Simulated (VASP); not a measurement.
# MgO2 (Pa-3) in VASP: a series of runs, part 2 of 2

VASP 6.6.1. Earlier steps stand in the parts before.

## 5. Single point, r2SCAN (volume scaled by 0.97, then relaxed in part)

POSCAR

```
MgO2
1.0
    4.7853400058      0.0000000000      0.0000000000
    0.0000000000      4.7853400058      0.0000000000
    0.0000000000      0.0000000000      4.7853400058
Mg O
4 8
Direct
    0.0000000000      0.5000000000      0.5000000000
    0.5000000000      0.5000000000      0.0000000000
    0.5000000000      0.0000000000      0.5000000000
    0.0000000000      0.0000000000      0.0000000000
    0.4106506799      0.0893493201      0.9106506799
    0.0893493201      0.9106506799      0.4106506799
    0.9106506799      0.4106506799      0.0893493201
    0.5893493201      0.5893493201      0.5893493201
    0.4106506799      0.4106506799      0.4106506799
    0.0893493201      0.5893493201      0.9106506799
    0.9106506799      0.0893493201      0.5893493201
    0.5893493201      0.9106506799      0.0893493201
```

INCAR.step1

```
SYSTEM = MgO2
  ALGO = Normal
  EDIFF = 1E-4
  ENCUT = 520
  GGA = PE
  ISMEAR = 0
  LASPH = .True.
  LCHARG = .False.
  LREAL = .False.
  LWAVE = .True.
  NBANDS = 40
  NELM = 80
  PREC = Accurate
  SIGMA = 0.02
```

INCAR.step2

```
SYSTEM = MgO2
  ALGO = Normal
  EDIFF = 1E-6
  ENCUT = 520
  ISIF = 2
  ISMEAR = 0
  ISTART = 1
  LASPH = .True.
  LCHARG = .False.
  LMIXTAU = .True.
  LREAL = .False.
  LWAVE = .False.
  METAGGA = R2SCAN
  NBANDS = 40
  NELM = 80
  PREC = Accurate
  SIGMA = 0.02
```

KPOINTS

```
k-points
0
Gamma
  6 6 6
  0 0 0
```

Potentials or basis: VASP PAW PBE potentials, release 64 (Mg, O).

Command:

```
$ cat potpaw_PBE.64/Mg/POTCAR potpaw_PBE.64/O/POTCAR > POTCAR
$ cp INCAR.step1 INCAR
$ mpirun -np 1 vasp_std > vasp.out
$ cp INCAR.step2 INCAR
$ mpirun -np 1 vasp_std > vasp.out
```

OUTCAR:

```text
SYSTEM = MgO2
   EDIFF = 1E-6
   ENCUT = 520
   ISIF = 2
   ISMEAR = 0
   ISTART = 1
   LASPH = .True.
   LREAL = .False.
   METAGGA = R2SCAN
   NELM = 80
   PREC = Accurate

 ion  position               nearest neighbor table
   1  0.000  0.500  0.500-   6 2.06   7 2.06   8 2.06   9 2.06  10 2.06  11 2.06   2 3.38   3 3.38
                             4 3.38   2 3.38   4 3.38   3 3.38   4 3.38   4 3.38   2 3.38   3 3.38
   2  0.500  0.500  0.000-   5 2.06   7 2.06   8 2.06   9 2.06  10 2.06  12 2.06   1 3.38   3 3.38
                             4 3.38   1 3.38   3 3.38   3 3.38   4 3.38   3 3.38   1 3.38   4 3.38
   3  0.500  0.000  0.500-   5 2.06   6 2.06   8 2.06   9 2.06  11 2.06  12 2.06   1 3.38   2 3.38
                             4 3.38   2 3.38   4 3.38   1 3.38   2 3.38   2 3.38   1 3.38   4 3.38
   4  0.000  0.000  0.000-   5 2.06   6 2.06   7 2.06  10 2.06  11 2.06  12 2.06   1 3.38   2 3.38
                             3 3.38   1 3.38   3 3.38   1 3.38   2 3.38   1 3.38   2 3.38   3 3.38
   5  0.411  0.089  0.911-  12 1.48   3 2.06   4 2.06   2 2.06
   6  0.089  0.911  0.411-  11 1.48   3 2.06   4 2.06   1 2.06
   7  0.911  0.411  0.089-  10 1.48   2 2.06   4 2.06   1 2.06
   8  0.589  0.589  0.589-   9 1.48   2 2.06   3 2.06   1 2.06
   9  0.411  0.411  0.411-   8 1.48   2 2.06   3 2.06   1 2.06
  10  0.089  0.589  0.911-   7 1.48   2 2.06   4 2.06   1 2.06
  11  0.911  0.089  0.589-   6 1.48   3 2.06   4 2.06   1 2.06
  12  0.589  0.911  0.089-   5 1.48   3 2.06   4 2.06   2 2.06

  LATTYP: Found a simple cubic cell.
 ALAT       =     4.7853400058

  Lattice vectors:

 A1 = (   4.7853400058,   0.0000000000,   0.0000000000)
 A2 = (   0.0000000000,   4.7853400058,   0.0000000000)
 A3 = (   0.0000000000,   0.0000000000,   4.7853400058)

Analysis of symmetry for initial positions (statically):
=====================================================================
 Subroutine PRICEL returns:
 Original cell was already a primitive cell.

 Routine SETGRP: Setting up the symmetry group for a
 simple cubic supercell.

 Subroutine GETGRP returns: Found 24 space group operations
 (whereof  6 operations were pure point group operations)
 out of a pool of 48 trial point group operations.

The static configuration has the point symmetry S_6 .
 The point group associated with its full space group is T_h .

Analysis of symmetry for dynamics (positions and initial velocities):
=====================================================================
 Subroutine PRICEL returns:
 Original cell was already a primitive cell.

 Routine SETGRP: Setting up the symmetry group for a
 simple cubic supercell.

 Subroutine GETGRP returns: Found 24 space group operations
 (whereof  6 operations were pure point group operations)
 out of a pool of 48 trial point group operations.

The dynamic configuration has the point symmetry S_6 .
 The point group associated with its full space group is T_h .

 Subroutine INISYM returns: Found 24 space group operations
 (whereof  6 operations are pure point group operations),
 and found     1 'primitive' translations

----------------------------------------------------------------------------------------

                                     Primitive cell

  volume of cell :     109.5818

[... 90 lines left out ...]
   number of dos      NEDOS =    301   number of ions     NIONS =     12
   total plane-waves  NPLWV =  46656
   dimension x,y,z NGX =    36 NGY =   36 NGZ =   36
   dimension x,y,z NGXF=    72 NGYF=   72 NGZF=   72
   ions per type =               4   8
   NGX,Y,Z   is equivalent  to a cutoff of  12.51, 12.51, 12.51 a.u.
   NGXF,Y,Z  is equivalent  to a cutoff of  25.01, 25.01, 25.01 a.u.
 SYSTEM =  MgO2
   PREC   = accura    normal or accurate (medium, high low for compatibility)
   ISTART =      1    job   : 0-new  1-cont  2-samecut
   ICHARG =      0    charge: 1-file 2-atom 10-const
   ISPIN  =      1    spin polarized calculation?
   LNONCOLLINEAR =      F non collinear calculations
   LSORBIT =      F    spin-orbit coupling
   LASPH  =      T    aspherical Exc in radial PAW
   ENCUT  =  520.0 eV  38.22 Ry    6.18 a.u.   8.90  8.90  8.90*2*pi/ulx,y,z
   NELM   =     80;   NELMIN=  2; NELMDL=  0     # of ELM steps
   EDIFF  = 0.1E-05   stopping-criterion for ELM
   LREAL  =      F    real-space projection
   EDIFFG = 0.1E-04   stopping-criterion for IOM
   NSW    =      0    number of steps for IOM
   IBRION =     -1    ionic relax: 0-MD 1-quasi-New 2-CG
   NFREE  =      0    steps in history (QN), initial steepest desc. (CG)
   ISIF   =      2    stress and relaxation
   ISYM   =      2    0-nonsym 1-usesym 2-fastsym
   POTIM  = 0.5000    time-step for ionic-motion
   TEBEG  =    0.0;   TEEND  =   0.0 temperature during run
   PSTRESS=    0.0 pullay stress
   NELECT =      56.0000    total number of electrons
   NUPDOWN=      -1.0000    fix difference up-down
   EMIN   =  10.00;   EMAX   =-10.00  energy-range for DOS
   EFERMI =   0.00;   METHOD = LEGACY
   ISMEAR =     0;   SIGMA  =   0.02  broadening in eV -4-tet -1-fermi 0-gaus
   EFERMI_NEDOS =   21; number of points for ismear=-14 and -15
   IALGO  =     38    algorithm
   IMIX   =      4    mixing-type and parameters
     AMIX     =   0.40;   BMIX     =  1.00
     AMIX_MAG =   1.60;   BMIX_MAG =  1.00
  volume/ion in A,a.u.               =       9.13        61.62
  Fermi-wavevector in a.u.,A,eV,Ry     =   1.308855  2.473376 23.308142  1.713100
  Thomas-Fermi vector in A             =   2.439493
   LORBIT       =      0    0 simple, 1 ext, 2 COOP (PROOUT), +10 PAW based schemes
   METAGGA = R2SCAN    functional components
   LHFCALC =     F    Hartree Fock is set to
   AEXX    =    0.0000 exact exchange contribution
   IVDW    =     0    specifies the selected vdW correction
   LEPSILON=     F    determine dielectric tensor
   LRPA    =     F    only Hartree local field effects (RPA)
 non-spin polarized calculation
 Gauss-broadening in eV      SIGMA  =   0.02
  energy-cutoff  :      520.00
  volume of cell :      109.58
 maximum number of plane-waves:      3016
   NGX = 17   NGY = 17   NGZ = 17

 number of electron      56.0000077 magnetization

 Free energy of the ion-electron system (eV)
  ---------------------------------------------------
  ext. energy  EPLUGINS =         0.00000000
  ---------------------------------------------------
  free energy    TOTEN  =       -87.27816986 eV

  energy without entropy =      -87.27816986  energy(sigma->0) =      -87.27816986

 E-fermi :   2.7876     XC(G=0): -11.5122

 val. band max:        2.7032162015   @ k =   0.0000   0.0000   0.0000
 cond. band min:       7.4917435208   @ k =   0.3333   0.1667   0.1667
 fundamental gap:      4.7885273193
 Fermi energy:         2.7875926075

 k-point     1 :       0.0000    0.0000    0.0000
  band No.  band energies     occupation
      1     -19.6653      2.00000
      2     -18.8309      2.00000
      3     -18.8309      2.00000
      4     -18.8309      2.00000
      5     -12.8892      2.00000
      6     -12.8892      2.00000
[... 1021 lines left out ...]
     39      15.5319      0.00000
     40      15.5319      0.00000

------------------------ aborting loop because EDIFF is reached ----------------------------------------

  FORCE on cell =-STRESS in cart. coord.  units (eV):
  Direction    XX          YY          ZZ          XY          YZ          ZX
  --------------------------------------------------------------------------------------
  -------------------------------------------------------------------------------------
  Total        3.0088536      3.0088536      3.0088536      0.0000000      0.0000000      0.0000000
  in kB       43.9919521     43.9919521     43.9919521      0.0000000      0.0000000      0.0000000
  external PRESSURE =      43.9919521 kB  Pullay stress =       0.0000000 kB

 VOLUME and BASIS-vectors are now :
 -----------------------------------------------------------------------------
  energy-cutoff  :      520.00
  volume of cell :      109.58
      direct lattice vectors                 reciprocal lattice vectors
     4.785340006  0.000000000  0.000000000     0.208971567  0.000000000  0.000000000
     0.000000000  4.785340006  0.000000000     0.000000000  0.208971567  0.000000000
     0.000000000  0.000000000  4.785340006     0.000000000  0.000000000  0.208971567

 POSITION                                       TOTAL-FORCE (eV/Angst)
 -----------------------------------------------------------------------------------
      0.00000      2.39267      2.39267        -0.000000      0.000000      0.000000
      2.39267      2.39267      0.00000        -0.000000      0.000000      0.000000
      2.39267      0.00000      2.39267        -0.000000      0.000000      0.000000
      0.00000      0.00000      0.00000        -0.000000      0.000000      0.000000
      1.96510      0.42757      4.35777        -0.162201      0.162201     -0.162201
      0.42757      4.35777      1.96510         0.162201     -0.162201     -0.162201
      4.35777      1.96510      0.42757        -0.162201     -0.162201      0.162201
      2.82024      2.82024      2.82024         0.162201      0.162201      0.162201
      1.96510      1.96510      1.96510        -0.162201     -0.162201     -0.162201
      0.42757      2.82024      4.35777         0.162201      0.162201     -0.162201
      4.35777      0.42757      2.82024        -0.162201      0.162201      0.162201
      2.82024      4.35777      0.42757         0.162201     -0.162201      0.162201
 -----------------------------------------------------------------------------------
    total drift:                                0.000000      0.000000     -0.000000

  FREE ENERGIE OF THE ION-ELECTRON SYSTEM (eV)
  ---------------------------------------------------
  free  energy   TOTEN  =       -87.2781698586 eV

  energy  without entropy=      -87.2781698586  energy(sigma->0) =      -87.27816986
```

It took 9.7 min on 1 thread of Intel Xeon Platinum 8259CL at 2.50GHz (Skylake/Cascade Lake), shared host; peak memory 0.25 GiB.

What came out:

```yaml
Free_energy: -87.2782 eV
Pressure: 4.4 GPa
Largest_force: 0.281 eV/Å
Band_gap_on_the_k_mesh: 4.79 eV, indirect (least direct gap 4.93 eV)
```

Forces in eV/Å, atoms in the order of the input:
```
Mg   0.000  0.000  0.000
Mg   0.000  0.000  0.000
Mg   0.000  0.000  0.000
Mg   0.000  0.000  0.000
O   -0.162  0.162 -0.162
O    0.162 -0.162 -0.162
O   -0.162 -0.162  0.162
O    0.162  0.162  0.162
O   -0.162 -0.162 -0.162
O    0.162  0.162 -0.162
O   -0.162  0.162  0.162
O    0.162 -0.162  0.162
```

Caveat: the PAW data sets were made with another functional, which shifts forces and pressure a little.

## 6. Summary

| cell | gap on the mesh (eV) | pressure (GPa) | largest force (eV/Å) |
| --- | --- | --- | --- |
| a = 4.633 Å, 12 atoms | 5.17 | 24.0 | 0.30 |
| a = 4.685 Å, 12 atoms | 5.03 | 16.3 | 0.30 |
| a = 4.735 Å, 12 atoms | 4.91 | 9.9 | 0.29 |
| a = 4.785 Å, 12 atoms | 4.79 | 4.4 | 0.28 |

Alike in all rows: task single point; level r2SCAN; potentials or basis VASP PAW PBE potentials, release 64 (Mg, O); no spin polarisation; k mesh 6 × 6 × 6; cutoff (eV) 520; smearing gaussian 0.02 eV.

Caveats: the PAW data sets were made with another functional, which shifts forces and pressure a little.

Total energies depend on the potentials used, so only differences within one code and one set of settings carry meaning.
